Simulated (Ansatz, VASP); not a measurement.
One calculation of Cs, two programs

```
Cs
1.0
     5.03448    0.00000    0.00000
     0.00000    5.03448    0.00000
     0.00000    0.00000    5.03448
Cs
1
Direct
  0.00000 0.00000 0.00000
```

Alike in both runs: functional PBE; k mesh 7 × 7 × 7; occupations fermi-dirac, width 0.1 eV; no spin polarisation.

Ansatz relaxed the structure, and its values are those at the end. VASP's run is a single point on that final structure, the one shown.

```csv
,VASP,Ansatz
version,VASP 6.6.1,Ansatz 0.2.0
potentials or method,"VASP PAW PBE potentials, release 64 (Cs_sv), cutoff 520 eV","plane waves (420 eV) with PAW, scalar-relativistic"
valence electrons in the cell,9,9
```

|  | VASP | Ansatz | Ansatz less VASP |
| --- | --- | --- | --- |
| pressure (GPa) | 0.0 | 0.0 | 0.00 |

With one functional, cell and mesh, what is left measures potentials, basis and numerics.

Neither program's run includes spin-orbit coupling.
